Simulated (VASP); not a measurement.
# IrPtC4N4 (P-43m) in VASP: a series of runs

IrPtC4N4 is run at these levels: PBE; tasks: single point.

Program: VASP 6.6.1. These are calculated values, not measurements. Logs are shortened: lines on timing, memory, paths and dates and some standing lists are left out, and cuts for length are marked.

**1. The cell of the first run**

The structure is cubic, space group P-43m (No. 215). Conventional cell: a = 5.883 Å, b = 5.883 Å, c = 5.883 Å, α = 90.00°, β = 90.00°, γ = 90.00°. Ir (site symmetry -43m) has 4 N at 2.01 Å within 2.7 Å. Within 2.5 Å of Pt (site symmetry -43m) lie 4 C at 1.92 Å. C (site symmetry 3m) has 1 N at 1.17 Å within 1.6 Å. Within 1.6 Å of N (site symmetry 3m) lie 1 C at 1.17 Å.

**2. Single point, PBE, collinear spin**

Input file INCAR:

```
PREC = Accurate
ENCUT = 700
EDIFF = 1E-6
ISMEAR = 0
SIGMA = 0.1
LREAL = F
LASPH = T
NELM = 200
ALGO = Normal
ISIF = 2
LWAVE = F
LCHARG = F
ISPIN = 2
MAGMOM = 1 0 0 0 0 0 0 0 0 0
LORBIT = 11
LMAXMIX = 4
GGA = PE
NBANDS = 50
GGA_COMPAT = F
```

Input file KPOINTS:

```
Automatic mesh
0
Gamma
  4 4 4
```

Input file POSCAR:

```
IrPtC4N4
1.0
    5.8826218900      0.0000000000      0.0000000000
    0.0000000000      5.8826218900      0.0000000000
    0.0000000000      0.0000000000      5.8826218900
Ir Pt C N
1 1 4 4
Direct
    0.5000000000      0.5000000000      0.5000000000
    0.0000000000      0.0000000000      0.0000000000
    0.1881440800      0.1881440800      0.1881440800
    0.1881440800      0.8118559200      0.8118559200
    0.8118559200      0.1881440800      0.8118559200
    0.8118559200      0.8118559200      0.1881440800
    0.3029738000      0.3029738000      0.3029738000
    0.3029738000      0.6970262000      0.6970262000
    0.6970262000      0.3029738000      0.6970262000
    0.6970262000      0.6970262000      0.3029738000
```

Potentials or basis: VASP PAW PBE potentials, release 64 (Ir_sv_GW, Pt_sv_GW, C, N).

Run with:

```bash
> cat potpaw_PBE.64/Ir_sv_GW/POTCAR potpaw_PBE.64/Pt_sv_GW/POTCAR potpaw_PBE.64/C/POTCAR potpaw_PBE.64/N/POTCAR > POTCAR
> mpirun -np 1 vasp_std > vasp.out
```

OUTCAR:

```text
PREC = Accurate
   ENCUT = 700
   EDIFF = 1E-6
   ISMEAR = 0
   LREAL = F
   LASPH = T
   NELM = 200
   ISIF = 2
   ISPIN = 2
   LORBIT = 11
   GGA = PE

 ion  position               nearest neighbor table
   1  0.500  0.500  0.500-   7 2.01   8 2.01   9 2.01  10 2.01
   2  0.000  0.000  0.000-   3 1.92   4 1.92   5 1.92   6 1.92
   3  0.188  0.188  0.188-   7 1.17   2 1.92
   4  0.188  0.812  0.812-   8 1.17   2 1.92
   5  0.812  0.188  0.812-   9 1.17   2 1.92
   6  0.812  0.812  0.188-  10 1.17   2 1.92
   7  0.303  0.303  0.303-   3 1.17   1 2.01
   8  0.303  0.697  0.697-   4 1.17   1 2.01
   9  0.697  0.303  0.697-   5 1.17   1 2.01
  10  0.697  0.697  0.303-   6 1.17   1 2.01

  LATTYP: Found a simple cubic cell.
 ALAT       =     5.8826218900

  Lattice vectors:

 A1 = (   5.8826218900,   0.0000000000,   0.0000000000)
 A2 = (   0.0000000000,   5.8826218900,   0.0000000000)
 A3 = (   0.0000000000,   0.0000000000,   5.8826218900)

Analysis of symmetry for initial positions (statically):
=====================================================================
 Subroutine PRICEL returns:
 Original cell was already a primitive cell.

 Routine SETGRP: Setting up the symmetry group for a
 simple cubic supercell.

 Subroutine GETGRP returns: Found 24 space group operations
 (whereof 24 operations were pure point group operations)
 out of a pool of 48 trial point group operations.

The static configuration has the point symmetry T_d .

Analysis of symmetry for dynamics (positions and initial velocities):
=====================================================================
 Subroutine PRICEL returns:
 Original cell was already a primitive cell.

 Routine SETGRP: Setting up the symmetry group for a
 simple cubic supercell.

 Subroutine GETGRP returns: Found 24 space group operations
 (whereof 24 operations were pure point group operations)
 out of a pool of 48 trial point group operations.

The dynamic configuration has the point symmetry T_d .

Analysis of structural, dynamic, and magnetic symmetry:
=====================================================================
 Subroutine PRICEL returns:
 Original cell was already a primitive cell.

 Routine SETGRP: Setting up the symmetry group for a
 simple cubic supercell.

 Subroutine GETGRP returns: Found 24 space group operations
 (whereof 24 operations were pure point group operations)
 out of a pool of 48 trial point group operations.

The overall configuration has the point symmetry T_d .
[... 154 lines left out ...]
 Fermi energy:        -0.0150187151

 spin component 1

 k-point     1 :       0.0000    0.0000    0.0000
  band No.  band energies     occupation
      1     -99.6575      1.00000
      2     -93.2775      1.00000
      3     -53.7641      1.00000
      4     -53.7641      1.00000
      5     -53.7641      1.00000
      6     -50.1346      1.00000
[... 489 lines left out ...]
     46       5.6708      0.00000
     47       5.7977      0.00000
 Fermi energy:        -0.0150187151

 spin component 2

 k-point     1 :       0.0000    0.0000    0.0000
  band No.  band energies     occupation
      1     -99.7381      1.00000
      2     -92.7111      1.00000
      3     -53.8612      1.00000
      4     -53.8612      1.00000
      5     -53.8612      1.00000
      6     -49.4243      1.00000
[... 489 lines left out ...]
     46       5.7300      0.00000
     47       6.2718      0.00000
 [bands above 47 left out]

------------------------ aborting loop because EDIFF is reached ----------------------------------------

  FORCE on cell =-STRESS in cart. coord.  units (eV):
  Direction    XX          YY          ZZ          XY          YZ          ZX
  --------------------------------------------------------------------------------------
  -------------------------------------------------------------------------------------
  Total        3.7019338      3.7019338      3.7019338      0.0000000     -0.0000000      0.0000000
  in kB       29.1357654     29.1357654     29.1357654      0.0000000     -0.0000000      0.0000000
  external PRESSURE =      29.1357654 kB  Pullay stress =       0.0000000 kB

 VOLUME and BASIS-vectors are now :
 -----------------------------------------------------------------------------
  energy-cutoff  :      700.00
  volume of cell :      203.57
      direct lattice vectors                 reciprocal lattice vectors
     5.882621890  0.000000000  0.000000000     0.169992228  0.000000000  0.000000000
     0.000000000  5.882621890  0.000000000     0.000000000  0.169992228  0.000000000
     0.000000000  0.000000000  5.882621890     0.000000000  0.000000000  0.169992228

 POSITION                                       TOTAL-FORCE (eV/Angst)
 -----------------------------------------------------------------------------------
      2.94131      2.94131      2.94131         0.000000     -0.000000      0.000000
      0.00000      0.00000      0.00000         0.000000      0.000000      0.000000
      1.10678      1.10678      1.10678        -0.639605     -0.639605     -0.639605
      1.10678      4.77584      4.77584        -0.639605      0.639605      0.639605
      4.77584      1.10678      4.77584         0.639605     -0.639605      0.639605
      4.77584      4.77584      1.10678         0.639605      0.639605     -0.639605
      1.78228      1.78228      1.78228         1.879923      1.879923      1.879923
      1.78228      4.10034      4.10034         1.879923     -1.879923     -1.879923
      4.10034      1.78228      4.10034        -1.879923      1.879923     -1.879923
      4.10034      4.10034      1.78228        -1.879923     -1.879923      1.879923
 -----------------------------------------------------------------------------------
    total drift:                               -0.000000     -0.000000      0.000000

  FREE ENERGIE OF THE ION-ELECTRON SYSTEM (eV)
  ---------------------------------------------------
  free  energy   TOTEN  =       -77.2090332150 eV

  energy  without entropy=      -77.1805540176  energy(sigma->0) =      -77.19479362

 total charge

# of ion       s       p       d       f       tot
--------------------------------------------------
    1        3.416   6.099   6.203   0.025  15.744
    2        4.685   6.209   7.334   0.039  18.267
    3        0.949   1.639   0.000   0.000   2.588
    4        0.949   1.639   0.000   0.000   2.588
    5        0.949   1.639   0.000   0.000   2.588
    6        0.949   1.639   0.000   0.000   2.588
    7        1.283   2.592   0.000   0.000   3.875
    8        1.283   2.592   0.000   0.000   3.875
    9        1.283   2.592   0.000   0.000   3.875
   10        1.283   2.592   0.000   0.000   3.875
--------------------------------------------------
tot         17.030  29.233  13.537   0.064  59.863

 magnetization (x)

# of ion       s       p       d       f       tot
--------------------------------------------------
    1        0.036   0.027   0.960   0.001   1.023
    2       -0.003  -0.015  -0.125   0.001  -0.143
    3        0.001   0.023   0.000   0.000   0.024
    4        0.001   0.023   0.000   0.000   0.024
    5        0.001   0.023   0.000   0.000   0.024
    6        0.001   0.023   0.000   0.000   0.024
    7        0.010  -0.003   0.000   0.000   0.007
    8        0.010  -0.003   0.000   0.000   0.007
    9        0.010  -0.003   0.000   0.000   0.007
   10        0.010  -0.003   0.000   0.000   0.007
--------------------------------------------------
tot          0.074   0.093   0.835   0.001   1.004
```

Wall time 12 min (1 thread of Intel Xeon Platinum 8259CL at 2.50GHz (Skylake/Cascade Lake), shared host); peak memory 0.67 GiB.

What came out:

```yaml
Free_energy: -77.2090 eV
Pressure: 2.9 GPa
Largest_force: 3.256 eV/Å
Net_moment: 1.15 μB per cell
Site_moments: Ir +1.02; Pt -0.14; C +0.02; N +0.01 μB
Valence_electrons_inside_the_program's_atomic_spheres: Ir 15.74; Pt 18.27; C 2.59; N 3.88
```

Forces on the atoms (eV/Å):
```
Ir   0.000  0.000  0.000
Pt   0.000  0.000  0.000
C   -0.640 -0.640 -0.640
C   -0.640  0.640  0.640
C    0.640 -0.640  0.640
C    0.640  0.640 -0.640
N    1.880  1.880  1.880
N    1.880 -1.880 -1.880
N   -1.880  1.880 -1.880
N   -1.880 -1.880  1.880
```

Levels at points of the mesh, in eV from the Fermi level:
Spin up:
```csv
k point,band 34,band 35,band 36,band 37,band 38,band 39
"(0.00, 0.00, 0.00)",-0.99,-0.99,-0.08,-0.08,-0.08,4.54
"(0.50, 0.00, 0.00)",-1.25,-0.21,0.03,0.41,0.41,4.58
"(0.50, 0.50, 0.00)",-1.08,-0.22,0.05,0.26,0.26,4.71
"(0.50, 0.50, 0.50)",-0.74,-0.74,-0.14,-0.14,-0.14,4.62
```
Spin down:
| k point | band 31 | band 32 | band 33 | band 34 | band 35 | band 36 | band 37 | band 38 | band 39 | band 40 |
| --- | --- | --- | --- | --- | --- | --- | --- | --- | --- | --- |
| (0.00, 0.00, 0.00) | -0.91 | -0.91 | -0.86 | -0.86 | -0.86 | 0.46 | 0.46 | 0.46 | 4.69 | 4.77 |
| (0.50, 0.00, 0.00) | -2.10 | -1.35 | -0.99 | -0.99 | 0.06 | 0.53 | 0.83 | 0.83 | 4.72 | 4.72 |
| (0.50, 0.50, 0.00) | -1.98 | -1.33 | -0.83 | -0.83 | 0.06 | 0.52 | 0.69 | 0.69 | 4.84 | 4.84 |
| (0.50, 0.50, 0.50) | -0.81 | -0.81 | -0.64 | -0.64 | -0.64 | 0.44 | 0.44 | 0.44 | 4.66 | 4.66 |

Caveat: spin-orbit coupling is left out, which moves the levels of the heavy elements; forces of over 1 eV/Å act on the atoms, so gaps and moduli don't describe the material at rest.

**3. Single point, PBE, collinear spin**

Input file INCAR:

```
SYSTEM = IrPtC4N4
PREC = Accurate
ENCUT = 700
EDIFF = 1E-6
ISMEAR = 0
SIGMA = 0.1
LREAL = .FALSE.
LASPH = .TRUE.
NELM = 200
ALGO = Normal
ISIF = 2
LWAVE = .FALSE.
LCHARG = .TRUE.
ISPIN = 2
MAGMOM = 1 0 0 0 0 0 0 0 0 0
LORBIT = 11
LMAXMIX = 4
GGA = PE
LELF = .TRUE.
LVHAR = .TRUE.
NBANDS = 50
GGA_COMPAT = .FALSE.
```

Input file KPOINTS:

```
Automatic mesh
0
G
  4 4 4
  0 0 0
```

Input file POSCAR:

```
IrPtC4N4
1.0
    5.8853127126      0.0000000000      0.0000000000
    0.0000000000      5.8853127126      0.0000000000
    0.0000000000      0.0000000000      5.8853127126
Ir Pt C N
1 1 4 4
Direct
    0.5000000000      0.5000000000      0.5000000000
    0.0000000000      0.0000000000      0.0000000000
    0.1930180521      0.1930180521      0.1930180521
    0.1930180521      0.8069819479      0.8069819479
    0.8069819479      0.1930180521      0.8069819479
    0.8069819479      0.8069819479      0.1930180521
    0.3099723697      0.3099723697      0.3099723697
    0.3099723697      0.6900276303      0.6900276303
    0.6900276303      0.3099723697      0.6900276303
    0.6900276303      0.6900276303      0.3099723697
```

Potentials or basis: VASP PAW PBE potentials, release 64 (Ir_sv_GW, Pt_sv_GW, C, N).

Run with:

```bash
> cat potpaw_PBE.64/Ir_sv_GW/POTCAR potpaw_PBE.64/Pt_sv_GW/POTCAR potpaw_PBE.64/C/POTCAR potpaw_PBE.64/N/POTCAR > POTCAR
> mpirun -np 1 vasp_std > vasp.out
```

It took 11 min on 1 thread of Intel Xeon Platinum 8259CL at 2.50GHz (Skylake/Cascade Lake), shared host; peak memory 0.67 GiB.

The run converged. Its results:

```
Free energy                                           : -77.5796 eV
Pressure                                              : 0.0 GPa
Largest force                                         : 0.236 eV/Å
Net moment                                            : 1.09 μB per cell
Site moments                                          : Ir +0.78; Pt -0.08; C +0.03; N +0.01 μB
Valence electrons inside the program's atomic spheres : Ir 15.99; Pt 17.99; C 2.52; N 3.86
```

Forces on the atoms (eV/Å):
```
Ir   0.000  0.000  0.000
Pt   0.000  0.000  0.000
C   -0.129 -0.129 -0.129
C   -0.129  0.129  0.129
C    0.129 -0.129  0.129
C    0.129  0.129 -0.129
N    0.136  0.136  0.136
N    0.136 -0.136 -0.136
N   -0.136  0.136 -0.136
N   -0.136 -0.136  0.136
```

Levels at points of the mesh, in eV from the Fermi level:
Spin up:
| k point | band 33 | band 34 | band 35 | band 36 | band 37 | band 38 | band 39 | band 40 |
| --- | --- | --- | --- | --- | --- | --- | --- | --- |
| (0.00, 0.00, 0.00) | -1.03 | -1.03 | -1.03 | -0.06 | -0.06 | -0.06 | 4.37 | 4.37 |
| (0.50, 0.00, 0.00) | -1.29 | -1.29 | -0.07 | -0.04 | 0.44 | 0.44 | 4.35 | 4.35 |
| (0.50, 0.50, 0.00) | -1.14 | -1.14 | -0.09 | -0.03 | 0.30 | 0.30 | 4.45 | 4.45 |
| (0.50, 0.50, 0.50) | -0.80 | -0.80 | -0.80 | -0.12 | -0.12 | -0.12 | 4.28 | 4.28 |
Spin down:
```tsv
k point	band 33	band 34	band 35	band 36	band 37	band 38
(0.00, 0.00, 0.00)	-0.94	-0.94	-0.94	0.37	0.37	0.37
(0.50, 0.00, 0.00)	-1.10	-1.10	-0.01	0.48	0.78	0.78
(0.50, 0.50, 0.00)	-0.97	-0.97	-0.01	0.45	0.66	0.66
(0.50, 0.50, 0.50)	-0.73	-0.73	-0.73	0.35	0.35	0.35
```

Caveat: spin-orbit coupling is left out, which moves the levels of the heavy elements.
